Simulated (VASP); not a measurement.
# Cu (Im-3m) in VASP: a series of runs

Runs on Cu. Level: PBE. Tasks: single point.

Program: VASP 6.6.1. These are calculated values, not measurements. Logs are shortened: lines on timing, memory, paths and dates and some standing lists are left out, and cuts for length are marked.

### Step 1. The cell of the first run

It takes space group Im-3m (No. 229, cubic). The conventional cell has a = 2.826 Å, b = 2.826 Å, c = 2.826 Å, α = 90.00°, β = 90.00°, γ = 90.00°. Within 3.2 Å of Cu (site symmetry m-3m) lie 14 Cu at 2.45 to 2.83 Å.

### Step 2. Single point, PBE

Input file INCAR:

```
SYSTEM = Cu
PREC = Accurate ; ENCUT = 520
EDIFF = 1E-6 ; ISMEAR = -1
SIGMA = 0.06122561905347299 ; LREAL = .False.
LASPH = .True. ; NELM = 100
ALGO = Normal ; ISIF = 2
LWAVE = .False. ; LCHARG = .False.
GGA = PE ; NBANDS = 12
```

Input file KPOINTS:

```
Automatic mesh
0
Gamma
  53 53 53
  0 0 0
```

Input file POSCAR:

```
Cu
1.0
   -1.4130120795      1.4130120795      1.4130120795
    1.4130120795     -1.4130120795      1.4130120795
    1.4130120795      1.4130120795     -1.4130120795
Cu
1
Direct
    0.0000000000      0.0000000000      0.0000000000
```

Potentials or basis: VASP PAW PBE potentials, release 64 (Cu).

Launch:

```
$ cat potpaw_PBE.64/Cu/POTCAR > POTCAR
$ mpirun -np 1 vasp_std > vasp.out
```

OUTCAR:

```text
SYSTEM = Cu
   PREC = Accurate
   ENCUT = 520
   EDIFF = 1E-6
   ISMEAR = -1
   LREAL = .False.
   LASPH = .True.
   NELM = 100
   ISIF = 2
   GGA = PE

 ion  position               nearest neighbor table
   1  0.000  0.000  0.000-

  LATTYP: Found a body centered cubic cell.
 ALAT       =     2.8260241590

  Lattice vectors:

 A1 = (  -1.4130120795,   1.4130120795,   1.4130120795)
 A2 = (   1.4130120795,  -1.4130120795,   1.4130120795)
 A3 = (   1.4130120795,   1.4130120795,  -1.4130120795)

Analysis of symmetry for initial positions (statically):
=====================================================================
 Subroutine PRICEL returns:
 Original cell was already a primitive cell.

 Routine SETGRP: Setting up the symmetry group for a
 body centered cubic supercell.

 Subroutine GETGRP returns: Found 48 space group operations
 (whereof 48 operations were pure point group operations)
 out of a pool of 48 trial point group operations.

The static configuration has the point symmetry O_h .

Analysis of symmetry for dynamics (positions and initial velocities):
=====================================================================
 Subroutine PRICEL returns:
 Original cell was already a primitive cell.

 Routine SETGRP: Setting up the symmetry group for a
 body centered cubic supercell.

 Subroutine GETGRP returns: Found 48 space group operations
 (whereof 48 operations were pure point group operations)
 out of a pool of 48 trial point group operations.

The dynamic configuration has the point symmetry O_h .

 Subroutine INISYM returns: Found 48 space group operations
 (whereof 48 operations are pure point group operations),
 and found     1 'primitive' translations

----------------------------------------------------------------------------------------

                                     Primitive cell

  volume of cell :      11.2849

  direct lattice vectors                    reciprocal lattice vectors
    -1.413012080  1.413012080  1.413012080     0.000000000  0.353854017  0.353854017
     1.413012080 -1.413012080  1.413012080     0.353854017  0.000000000  0.353854017
     1.413012080  1.413012080 -1.413012080     0.353854017  0.353854017  0.000000000

  length of vectors
     2.447408713  2.447408713  2.447408713     0.500425150  0.500425150  0.500425150

  position of ions in fractional coordinates (direct lattice)
     0.000000000  0.000000000  0.000000000

  ion indices of the primitive-cell ions
   primitive index   ion index
                 1           1

----------------------------------------------------------------------------------------

 KPOINTS: Automatic mesh

Automatic generation of k-mesh.
 Grid dimensions read from file:
 generate k-points for:   53   53   53

 Generating k-lattice:

  Cartesian coordinates                     Fractional coordinates (reciprocal lattice)
     0.000000000  0.006676491  0.006676491     0.018867925  0.000000000  0.000000000
     0.006676491  0.000000000  0.006676491     0.000000000  0.018867925  0.000000000
     0.006676491  0.006676491  0.000000000     0.000000000  0.000000000  0.018867925

  Length of vectors
     0.009441984  0.009441984  0.009441984

  Shift w.r.t. Gamma in fractional coordinates (k-lattice)
     0.000000000  0.000000000  0.000000000

 Subroutine IBZKPT returns following result:
 ===========================================

 Found   3654 irreducible k-points:

 Following reciprocal coordinates:
            Coordinates               Weight
  0.000000  0.000000  0.000000      1.000000
  0.018868  0.000000  0.000000     12.000000
  0.037736  0.000000  0.000000     12.000000
  0.056604  0.000000  0.000000     12.000000
  0.075472  0.000000  0.000000     12.000000
  0.094340  0.000000  0.000000     12.000000
[... 16 lines left out ...]
  0.415094  0.000000  0.000000     12.000000
  0.433962  0.000000  0.000000     12.000000
 [... further k-points ...]
   k-points           NKPTS =   3654   k-points in BZ     NKDIM =   3654   number of bands    NBANDS=     12
   number of dos      NEDOS =    301   number of ions     NIONS =      1
   total plane-waves  NPLWV =   5832
   dimension x,y,z NGX =    18 NGY =   18 NGZ =   18
   dimension x,y,z NGXF=    36 NGYF=   36 NGZF=   36
   ions per type =               1
   NGX,Y,Z   is equivalent  to a cutoff of  12.23, 12.23, 12.23 a.u.
   NGXF,Y,Z  is equivalent  to a cutoff of  24.45, 24.45, 24.45 a.u.
 SYSTEM =  Cu
   PREC   = accura    normal or accurate (medium, high low for compatibility)
   ISTART =      0    job   : 0-new  1-cont  2-samecut
   ICHARG =      2    charge: 1-file 2-atom 10-const
   ISPIN  =      1    spin polarized calculation?
   LNONCOLLINEAR =      F non collinear calculations
   LSORBIT =      F    spin-orbit coupling
   LASPH  =      T    aspherical Exc in radial PAW
   ENCUT  =  520.0 eV  38.22 Ry    6.18 a.u.   4.55  4.55  4.55*2*pi/ulx,y,z
   NELM   =    100;   NELMIN=  2; NELMDL= -5     # of ELM steps
   EDIFF  = 0.1E-05   stopping-criterion for ELM
   LREAL  =      F    real-space projection
   EDIFFG = 0.1E-04   stopping-criterion for IOM
   NSW    =      0    number of steps for IOM
   IBRION =     -1    ionic relax: 0-MD 1-quasi-New 2-CG
   NFREE  =      0    steps in history (QN), initial steepest desc. (CG)
   ISIF   =      2    stress and relaxation
   ISYM   =      2    0-nonsym 1-usesym 2-fastsym
   POTIM  = 0.5000    time-step for ionic-motion
   TEBEG  =    0.0;   TEEND  =   0.0 temperature during run
   PSTRESS=    0.0 pullay stress
   NELECT =      11.0000    total number of electrons
   NUPDOWN=      -1.0000    fix difference up-down
   EMIN   =  10.00;   EMAX   =-10.00  energy-range for DOS
   EFERMI =   0.00;   METHOD = LEGACY
   ISMEAR =    -1;   SIGMA  =   0.06  broadening in eV -4-tet -1-fermi 0-gaus
   EFERMI_NEDOS =   21; number of points for ismear=-14 and -15
   IALGO  =     38    algorithm
   IMIX   =      4    mixing-type and parameters
     AMIX     =   0.40;   BMIX     =  1.00
     AMIX_MAG =   1.60;   BMIX_MAG =  1.00
  volume/ion in A,a.u.               =      11.28        76.15
  Fermi-wavevector in a.u.,A,eV,Ry     =   1.623204  3.067411 35.848525  2.634792
  Thomas-Fermi vector in A             =   2.716693
   LORBIT       =      0    0 simple, 1 ext, 2 COOP (PROOUT), +10 PAW based schemes
   GGA     = PE    functional components
   LHFCALC =     F    Hartree Fock is set to
   AEXX    =    0.0000 exact exchange contribution
   IVDW    =     0    specifies the selected vdW correction
   LEPSILON=     F    determine dielectric tensor
   LRPA    =     F    only Hartree local field effects (RPA)
 non-spin polarized calculation
  energy-cutoff  :      520.00
  volume of cell :       11.28
 maximum number of plane-waves:       321
   NGX =  9   NGY =  9   NGZ =  9

 number of electron      11.0000000 magnetization

 Free energy of the ion-electron system (eV)
  ---------------------------------------------------
  ext. energy  EPLUGINS =         0.00000000
  ---------------------------------------------------
  free energy    TOTEN  =        -3.67039605 eV

  energy without entropy =       -3.66671238  energy(sigma->0) =       -3.66855422

 E-fermi :   8.1646     XC(G=0): -12.9937

 val. band max:        8.1606168191   @ k =   0.2264   0.2264   0.0377
 cond. band min:       8.1680200344   @ k =  -0.3208   0.4528   0.0943
 fundamental gap:      0.0074032153
 Fermi energy:         8.1646449909

 k-point     1 :       0.0000    0.0000    0.0000
  band No.  band energies     occupation
      1      -1.5340      2.00000
      2       4.9135      2.00000
      3       4.9135      2.00000
      4       4.9135      2.00000
      5       5.9942      2.00000
      6       5.9942      2.00000
      7      33.6670      0.00000
      8      33.6670      0.00000
      9      33.6670      0.00000
     10      37.7069      0.00000
     11      37.7069      0.00000
     12      37.7100      0.00000

 k-point     2 :       0.0189    0.0000    0.0000
  band No.  band energies     occupation
      1      -1.5198      2.00000
      2       4.9107      2.00000
      3       4.9135      2.00000
      4       4.9192      2.00000
      5       5.9914      2.00000
      6       5.9944      2.00000
      7      33.4980      0.00000
      8      33.6309      0.00000
      9      33.6346      0.00000
     10      37.2025      0.00000
     11      37.2398      0.00000
     12      37.3520      0.00000

 k-point     3 :       0.0377    0.0000    0.0000
  band No.  band energies     occupation
      1      -1.4772      2.00000
      2       4.9024      2.00000
      3       4.9132      2.00000
      4       4.9361      2.00000
      5       5.9830      2.00000
      6       5.9950      2.00000
      7      33.0216      0.00000
      8      33.5278      0.00000
      9      33.5302      0.00000
     10      36.6821      0.00000
     11      36.7221      0.00000
     12      36.7318      0.00000
[... 286 lines left out ...]
 k-point    23 :       0.4151    0.0000    0.0000
  band No.  band energies     occupation
      1       2.7386      2.00000
      2       4.2021      2.00000
      3       5.8991      2.00000
      4       6.1000      2.00000
      5       6.3720      2.00000
      6       6.6287      2.00000
      7      14.5704      0.00000
      8      26.3809      0.00000
      9      26.7447      0.00000
     10      30.2105      0.00000
     11      33.2602      0.00000
     12      42.5700      0.00000

 k-point    24 :       0.4340    0.0000    0.0000
  band No.  band energies     occupation
      1       2.7980      2.00000
      2       4.1822      2.00000
      3       5.9248      2.00000
      4       6.1047      2.00000
      5       6.6869      2.00000
      6       6.7107      2.00000
      7      13.9361      0.00000
      8      26.2464      0.00000
      9      26.5682      0.00000
     10      30.1616      0.00000
     11      33.2476      0.00000
     12      42.6288      0.00000

 [... further k-points ...]

------------------------ aborting loop because EDIFF is reached ----------------------------------------

  FORCE on cell =-STRESS in cart. coord.  units (eV):
  Direction    XX          YY          ZZ          XY          YZ          ZX
  --------------------------------------------------------------------------------------
  -------------------------------------------------------------------------------------
  Total        0.7456197      0.7456197      0.7456197      0.0000000      0.0000000     -0.0000000
  in kB      105.8596255    105.8596255    105.8596255      0.0000000      0.0000000     -0.0000000
  external PRESSURE =     105.8596255 kB  Pullay stress =       0.0000000 kB

 VOLUME and BASIS-vectors are now :
 -----------------------------------------------------------------------------
  energy-cutoff  :      520.00
  volume of cell :       11.28
      direct lattice vectors                 reciprocal lattice vectors
    -1.413012080  1.413012080  1.413012080     0.000000000  0.353854017  0.353854017
     1.413012080 -1.413012080  1.413012080     0.353854017  0.000000000  0.353854017
     1.413012080  1.413012080 -1.413012080     0.353854017  0.353854017  0.000000000

 POSITION                                       TOTAL-FORCE (eV/Angst)
 -----------------------------------------------------------------------------------
      0.00000      0.00000      0.00000        -0.000000      0.000000      0.000000
 -----------------------------------------------------------------------------------
    total drift:                                0.000000      0.000000      0.000000

  FREE ENERGIE OF THE ION-ELECTRON SYSTEM (eV)
  ---------------------------------------------------
  free  energy   TOTEN  =        -3.6703960544 eV

  energy  without entropy=       -3.6667123795  energy(sigma->0) =       -3.66855422
```

It took 9.6 min on 1 thread of Intel Xeon Platinum 8259CL at 2.50GHz (Skylake/Cascade Lake), shared host; peak memory 0.56 GiB.

What came out:

```yaml
Free_energy: -3.6704 eV
Pressure: 10.6 GPa
```

Levels at points of the mesh, in eV from the Fermi level:
```tsv
k point	band 4	band 5	band 6	band 7	band 8	band 9
(0.00, 0.00, 0.00)	-3.25	-2.17	-2.17	25.50	25.50	25.50
```

### Step 3. Single point, PBE

This run uses another cell than the first one, of 11.53 Å³/atom, 1.021 times its volume.

Input file INCAR:

```
SYSTEM = Cu
PREC = Accurate ; ENCUT = 520
EDIFF = 1E-7 ; ISMEAR = -1
SIGMA = 0.06122561905347299 ; LREAL = .FALSE.
LASPH = .TRUE. ; NELM = 80
ALGO = Normal ; ISIF = 2
LWAVE = .FALSE. ; LCHARG = .FALSE.
GGA = PE ; NBANDS = 12
```

Input file KPOINTS:

```
regular mesh
0
G
  53 53 53
  0 0 0
```

Input file POSCAR:

```
Cu
1.0
   -1.4229631966      1.4229631966      1.4229631966
    1.4229631966     -1.4229631966      1.4229631966
    1.4229631966      1.4229631966     -1.4229631966
Cu
1
Direct
    0.0000000000      0.0000000000      0.0000000000
```

Potentials or basis: VASP PAW PBE potentials, release 64 (Cu).

Launch:

```
$ cat potpaw_PBE.64/Cu/POTCAR > POTCAR
$ mpirun -np 1 vasp_std > vasp.out
```

Wall time 11 min (1 thread of Intel Xeon Platinum 8259CL at 2.50GHz (Skylake/Cascade Lake), shared host); peak memory 0.56 GiB.

It converged, with:

```
Free energy : -3.6835 eV
Pressure    : 6.8 GPa
```

Levels at points of the mesh, in eV from the Fermi level:
```
           k point  band 3  band 4  band 5  band 6  band 7  band 8  band 9  band 10
(0.00, 0.00, 0.00)   -3.18   -3.18   -2.13   -2.13   25.30   25.30   25.30    29.03
```
